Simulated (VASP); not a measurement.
# Ag in VASP: single point with PBEsol

Aim: the single point of Ag with PBEsol.

Everything below comes from runs of VASP 6.6.1. Logs are shortened: lines on timing, memory, paths and dates and some standing lists are left out, and cuts for length are marked.

**1. The cell of the first run**

The cell holds a slab with vacuum, 19 atoms: a = 12.270 Å, b = 5.784 Å, c = 15.892 Å, α = 90.00°, β = 90.00°, γ = 90.00°.

**2. Single point, PBEsol**

File INCAR:

```
SYSTEM = Ag
PREC = Accurate ; ENCUT = 520
EDIFF = 1E-6 ; ISMEAR = -1
SIGMA = 0.05 ; LREAL = Auto
LASPH = .TRUE. ; NELM = 100
ALGO = Normal ; ISIF = 2
LWAVE = .FALSE. ; LCHARG = .FALSE.
GGA = PS ; NBANDS = 120
```

File KPOINTS:

```
Automatic mesh
0
G
  1 2 1
  0 0 0
```

File POSCAR:

```
Ag
1.0
   12.2700000000      0.0000000000      0.0000000000
    0.0000000000      5.7841330000      0.0000000000
    0.0000000000      0.0000000000     15.8920670000
Ag
19
Direct
    0.0000000000      0.0000000000      0.0629245000
    0.3333333000      0.0000000000      0.0629245000
    0.6666667000      0.0000000000      0.0629245000
    0.0000000000      0.5000000000      0.0629245000
    0.3333333000      0.5000000000      0.0629245000
    0.6666667000      0.5000000000      0.0629245000
    0.1669730199      0.2509757362      0.1509964374
    0.4998957555      0.2509496084      0.1514102161
    0.8336857995      0.2501282413      0.1491317287
    0.1678654378      0.7512620810      0.1466086603
    0.4990671719      0.7509601981      0.1469315608
    0.8334326923      0.7503946293      0.1385595411
    0.0035919387     -0.0003288023      0.2381486579
    0.3332044431     -0.0041211858      0.2375215905
    0.6637915497      0.0005216155      0.2376101679
    0.0021113584      0.5070871247      0.2375306432
    0.3334133076      0.5074826884      0.2374118882
    0.6655529777      0.5069154014      0.2373360726
    0.8334227343      0.7560715679      0.3091154420
```

Potentials or basis: VASP PAW PBE potentials, release 64 (Ag).

The run is started by

```
cat potpaw_PBE.64/Ag/POTCAR > POTCAR
mpirun -np 1 vasp_std > vasp.out
```

OUTCAR:

```text
SYSTEM = Ag
   PREC = Accurate
   ENCUT = 520
   EDIFF = 1E-6
   ISMEAR = -1
   LREAL = Auto
   LASPH = .TRUE.
   NELM = 100
   ISIF = 2
   GGA = PS

 ion  position               nearest neighbor table
   1  0.000  0.000  0.063-  12 2.78  13 2.79  10 2.84   9 2.85   7 2.87   4 2.89   4 2.89
   2  0.333  0.000  0.063-  14 2.77  10 2.82  11 2.83   7 2.87   8 2.87   5 2.89   5 2.89
   3  0.667  0.000  0.063-  15 2.78  12 2.78  11 2.84   9 2.86   8 2.88   6 2.89   6 2.89
   4  0.000  0.500  0.063-  16 2.78  12 2.78  10 2.85   9 2.85   7 2.87   1 2.89   1 2.89
   5  0.333  0.500  0.063-  17 2.77  10 2.83  11 2.83   7 2.86   8 2.87   2 2.89   2 2.89
   6  0.667  0.500  0.063-  18 2.77  12 2.78  11 2.85   9 2.86   8 2.87   3 2.89   3 2.89
   7  0.167  0.251  0.151-  13 2.84  16 2.86   5 2.86  14 2.87   4 2.87   2 2.87  17 2.87   1 2.87
                            10 2.89  10 2.89
   8  0.500  0.251  0.151-  15 2.83  18 2.86   5 2.87  14 2.87   6 2.87  17 2.87   2 2.87   3 2.88
                            11 2.89  11 2.89
   9  0.834  0.250  0.149-   4 2.85   1 2.85   6 2.86   3 2.86  12 2.90  12 2.90  15 2.90  18 2.90
                            13 2.91  16 2.91
  10  0.168  0.751  0.147-   2 2.82   5 2.83   1 2.84   4 2.85  17 2.86  14 2.86  16 2.87  13 2.87
                             7 2.89   7 2.89
  11  0.499  0.751  0.147-   2 2.83   5 2.83   3 2.84   6 2.85  17 2.86  14 2.87  18 2.87  15 2.87
                             8 2.89   8 2.89
  12  0.833  0.750  0.139-  19 2.71   1 2.78   3 2.78   4 2.78   6 2.78   9 2.90   9 2.90  18 2.95
                            16 2.96  15 2.98  13 2.99
  13  0.004  1.000  0.238-  19 2.76   1 2.79   7 2.84  16 2.85  10 2.87   9 2.91  16 2.94  12 2.99

  14  0.333  0.996  0.238-   2 2.77  17 2.82  10 2.86  11 2.87   7 2.87   8 2.87  17 2.96
  15  0.664  0.001  0.238-  19 2.76   3 2.78   8 2.83  18 2.86  11 2.87   9 2.90  18 2.93  12 2.98

  16  0.002  0.507  0.238-  19 2.77   4 2.78  13 2.85   7 2.86  10 2.87   9 2.91  13 2.94  12 2.96

  17  0.333  0.507  0.237-   5 2.77  14 2.82  11 2.86  10 2.86   8 2.87   7 2.87  14 2.96
  18  0.666  0.507  0.237-  19 2.76   6 2.77  15 2.86   8 2.86  11 2.87   9 2.90  15 2.93  12 2.95

  19  0.833  0.756  0.309-  12 2.71  13 2.76  18 2.76  15 2.76  16 2.77

  LATTYP: Found a simple orthorhombic cell.
 ALAT       =     5.7841330000
 B/A-ratio  =     2.1213205160
 C/A-ratio  =     2.7475279355

  Lattice vectors:

 A1 = (   0.0000000000,  -5.7841330000,   0.0000000000)
 A2 = (  12.2700000000,   0.0000000000,   0.0000000000)
 A3 = (   0.0000000000,   0.0000000000,  15.8920670000)

Analysis of symmetry for initial positions (statically):
=====================================================================
 Subroutine PRICEL returns:
 Original cell was already a primitive cell.

 Routine SETGRP: Setting up the symmetry group for a
 simple orthorhombic supercell.

 Subroutine GETGRP returns: Found  1 space group operations
 (whereof  1 operations were pure point group operations)
 out of a pool of  8 trial point group operations.

The static configuration has the point symmetry C_1 .

Analysis of symmetry for dynamics (positions and initial velocities):
=====================================================================
 Subroutine PRICEL returns:
 Original cell was already a primitive cell.

 Routine SETGRP: Setting up the symmetry group for a
 simple orthorhombic supercell.

 Subroutine GETGRP returns: Found  1 space group operations
 (whereof  1 operations were pure point group operations)
 out of a pool of  8 trial point group operations.

The dynamic configuration has the point symmetry C_1 .

 Subroutine INISYM returns: Found  1 space group operations
 (whereof  1 operations are pure point group operations),
 and found     1 'primitive' translations

----------------------------------------------------------------------------------------

                                     Primitive cell

  volume of cell :    1127.8808

  direct lattice vectors                    reciprocal lattice vectors
    12.270000000  0.000000000  0.000000000     0.081499593  0.000000000  0.000000000
     0.000000000  5.784133000  0.000000000     0.000000000  0.172886758  0.000000000
     0.000000000  0.000000000 15.892067000     0.000000000  0.000000000  0.062924477

  length of vectors
    12.270000000  5.784133000 15.892067000     0.081499593  0.172886758  0.062924477

  position of ions in fractional coordinates (direct lattice)
     0.000000000  0.000000000  0.062924500
     0.333333300  0.000000000  0.062924500
     0.666666700  0.000000000  0.062924500
     0.000000000  0.500000000  0.062924500
     0.333333300  0.500000000  0.062924500
     0.666666700  0.500000000  0.062924500
[... 11 lines left out ...]
     0.665552978  0.506915401  0.237336073
     0.833422734  0.756071568  0.309115442

  ion indices of the primitive-cell ions
   primitive index   ion index
                 1           1
                 2           2
                 3           3
                 4           4
                 5           5
                 6           6
[... 11 lines left out ...]
                18          18
                19          19

----------------------------------------------------------------------------------------

 KPOINTS: Automatic mesh

Automatic generation of k-mesh.
 Grid dimensions read from file:
 generate k-points for:    1    2    1

 Generating k-lattice:

  Cartesian coordinates                     Fractional coordinates (reciprocal lattice)
     0.081499593  0.000000000  0.000000000     1.000000000  0.000000000  0.000000000
     0.000000000  0.086443379  0.000000000     0.000000000  0.500000000  0.000000000
     0.000000000  0.000000000  0.062924477     0.000000000  0.000000000  1.000000000

  Length of vectors
     0.081499593  0.086443379  0.062924477

  Shift w.r.t. Gamma in fractional coordinates (k-lattice)
     0.000000000  0.000000000  0.000000000

 Subroutine IBZKPT returns following result:
 ===========================================

 Found      2 irreducible k-points:

 Following reciprocal coordinates:
            Coordinates               Weight
  0.000000  0.000000  0.000000      1.000000
  0.000000  0.500000  0.000000      1.000000
   k-points           NKPTS =      2   k-points in BZ     NKDIM =      2   number of bands    NBANDS=    120
   number of dos      NEDOS =    301   number of ions     NIONS =     19
   total plane-waves  NPLWV = 552960
   dimension x,y,z NGX =    96 NGY =   48 NGZ =  120
   dimension x,y,z NGXF=   192 NGYF=   96 NGZF=  240
   ions per type =              19
   NGX,Y,Z   is equivalent  to a cutoff of  13.01, 13.80, 12.55 a.u.
   NGXF,Y,Z  is equivalent  to a cutoff of  26.01, 27.59, 25.11 a.u.
 SYSTEM =  Ag
   PREC   = accura    normal or accurate (medium, high low for compatibility)
   ISTART =      0    job   : 0-new  1-cont  2-samecut
   ICHARG =      2    charge: 1-file 2-atom 10-const
   ISPIN  =      1    spin polarized calculation?
   LNONCOLLINEAR =      F non collinear calculations
   LSORBIT =      F    spin-orbit coupling
   LASPH  =      T    aspherical Exc in radial PAW
   ENCUT  =  520.0 eV  38.22 Ry    6.18 a.u.  22.81 10.75 29.55*2*pi/ulx,y,z
   NELM   =    100;   NELMIN=  2; NELMDL= -5     # of ELM steps
   EDIFF  = 0.1E-05   stopping-criterion for ELM
   LREAL  =      T    real-space projection
   EDIFFG = 0.1E-04   stopping-criterion for IOM
   NSW    =      0    number of steps for IOM
   IBRION =     -1    ionic relax: 0-MD 1-quasi-New 2-CG
   NFREE  =      0    steps in history (QN), initial steepest desc. (CG)
   ISIF   =      2    stress and relaxation
   ISYM   =      2    0-nonsym 1-usesym 2-fastsym
   POTIM  = 0.5000    time-step for ionic-motion
   TEBEG  =    0.0;   TEEND  =   0.0 temperature during run
   PSTRESS=    0.0 pullay stress
   NELECT =     209.0000    total number of electrons
   NUPDOWN=      -1.0000    fix difference up-down
   EMIN   =  10.00;   EMAX   =-10.00  energy-range for DOS
   EFERMI =   0.00;   METHOD = LEGACY
   ISMEAR =    -1;   SIGMA  =   0.05  broadening in eV -4-tet -1-fermi 0-gaus
   EFERMI_NEDOS =   21; number of points for ismear=-14 and -15
   IALGO  =     38    algorithm
   IMIX   =      4    mixing-type and parameters
     AMIX     =   0.40;   BMIX     =  1.00
     AMIX_MAG =   1.60;   BMIX_MAG =  1.00
  volume/ion in A,a.u.               =      59.36       400.60
  Fermi-wavevector in a.u.,A,eV,Ry     =   0.933331  1.763741 11.852136  0.871107
  Thomas-Fermi vector in A             =   2.060022
   LORBIT       =      0    0 simple, 1 ext, 2 COOP (PROOUT), +10 PAW based schemes
   GGA     = PS    functional components
   LHFCALC =     F    Hartree Fock is set to
   AEXX    =    0.0000 exact exchange contribution
   IVDW    =     0    specifies the selected vdW correction
   LEPSILON=     F    determine dielectric tensor
   LRPA    =     F    only Hartree local field effects (RPA)
 non-spin polarized calculation
  energy-cutoff  :      520.00
  volume of cell :     1127.88
 maximum number of plane-waves:     30406
 NGX is ok and might be reduce to    90
   NGX = 45   NGY = 21   NGZ = 59

 number of electron     208.9999970 magnetization

 Free energy of the ion-electron system (eV)
  ---------------------------------------------------
  ext. energy  EPLUGINS =         0.00000000
  ---------------------------------------------------
  free energy    TOTEN  =       -50.74414369 eV

  energy without entropy =      -50.63598503  energy(sigma->0) =      -50.69006436

 E-fermi :  -0.5258     XC(G=0):  -4.6717

 val. band max:       -0.5340302584   @ k =   0.0000   0.5000   0.0000
 cond. band min:      -0.3595203063   @ k =   0.0000   0.5000   0.0000
 fundamental gap:      0.1745099520
 Fermi energy:        -0.5258277094

 k-point     1 :       0.0000    0.0000    0.0000
  band No.  band energies     occupation
      1      -7.3845      2.00000
      2      -6.8981      2.00000
      3      -6.8829      2.00000
      4      -6.7363      2.00000
      5      -6.7015      2.00000
      6      -6.6393      2.00000
[... 108 lines left out ...]
    115       1.6760      0.00000
    116       2.4634      0.00000

 k-point     2 :       0.0000    0.5000    0.0000
  band No.  band energies     occupation
      1      -6.7024      2.00000
      2      -6.6690      2.00000
      3      -6.2875      2.00000
      4      -6.2812      2.00000
      5      -6.2615      2.00000
      6      -6.2071      2.00000
[... 108 lines left out ...]
    115       2.3916      0.00000
    116       2.6489      0.00000
 [bands above 116 left out]

------------------------ aborting loop because EDIFF is reached ----------------------------------------

  FORCE on cell =-STRESS in cart. coord.  units (eV):
  Direction    XX          YY          ZZ          XY          YZ          ZX
  --------------------------------------------------------------------------------------
  -------------------------------------------------------------------------------------
  Total      -12.3060017    -15.1204854     -0.1249544      0.0161520     -0.0864374     -0.0455339
  in kB      -17.4809219    -21.4789524     -0.1775002      0.0229442     -0.1227860     -0.0646817
  external PRESSURE =     -13.0457915 kB  Pullay stress =       0.0000000 kB

 VOLUME and BASIS-vectors are now :
 -----------------------------------------------------------------------------
  energy-cutoff  :      520.00
  volume of cell :     1127.88
      direct lattice vectors                 reciprocal lattice vectors
    12.270000000  0.000000000  0.000000000     0.081499593  0.000000000  0.000000000
     0.000000000  5.784133000  0.000000000     0.000000000  0.172886758  0.000000000
     0.000000000  0.000000000 15.892067000     0.000000000  0.000000000  0.062924477

 POSITION                                       TOTAL-FORCE (eV/Angst)
 -----------------------------------------------------------------------------------
      0.00000      0.00000      1.00000         0.112064     -0.007316      0.047394
      4.09000      0.00000      1.00000         0.009372     -0.134253     -0.091724
      8.18000      0.00000      1.00000        -0.105940     -0.006361      0.036967
      0.00000      2.89207      1.00000         0.114112      0.015033      0.038655
      4.09000      2.89207      1.00000         0.007693      0.149450     -0.085028
      8.18000      2.89207      1.00000        -0.106059      0.012123      0.038985
[... 11 lines left out ...]
      8.16634      2.93207      3.77176        -0.027815     -0.001027     -0.000434
     10.22610      4.37322      4.91248         0.007567      0.005506      0.058400
 -----------------------------------------------------------------------------------
    total drift:                                0.000718     -0.002510     -0.005820

  FREE ENERGIE OF THE ION-ELECTRON SYSTEM (eV)
  ---------------------------------------------------
  free  energy   TOTEN  =       -50.7441436890 eV

  energy  without entropy=      -50.6359850293  energy(sigma->0) =      -50.69006436
```

Run time: 10 min. Hardware: 1 thread of Intel Xeon Platinum 8488C (Sapphire Rapids), shared host; peak memory 1 GiB.

Results:

* Free energy: -50.7441 eV
* Largest force: 0.172 eV/Å

Forces on the atoms (eV/Å):
```
Ag   0.112 -0.007  0.047
Ag   0.009 -0.134 -0.092
Ag  -0.106 -0.006  0.037
Ag   0.114  0.015  0.039
Ag   0.008  0.149 -0.085
Ag  -0.106  0.012  0.039
Ag   0.005  0.010 -0.005
Ag  -0.015  0.012 -0.016
Ag  -0.004 -0.003  0.025
Ag  -0.008 -0.010  0.013
Ag  -0.003 -0.003  0.006
Ag   0.002  0.006 -0.016
Ag  -0.003 -0.008 -0.026
Ag   0.001 -0.013 -0.009
Ag   0.008 -0.026  0.002
Ag   0.010 -0.005 -0.007
Ag  -0.005  0.006 -0.010
Ag  -0.028 -0.001  0.000
Ag   0.008  0.006  0.058
```

Caveat: the k points lie up to 0.54 Å⁻¹ apart; the PAW data sets were made with another functional, which shifts forces and pressure a little.
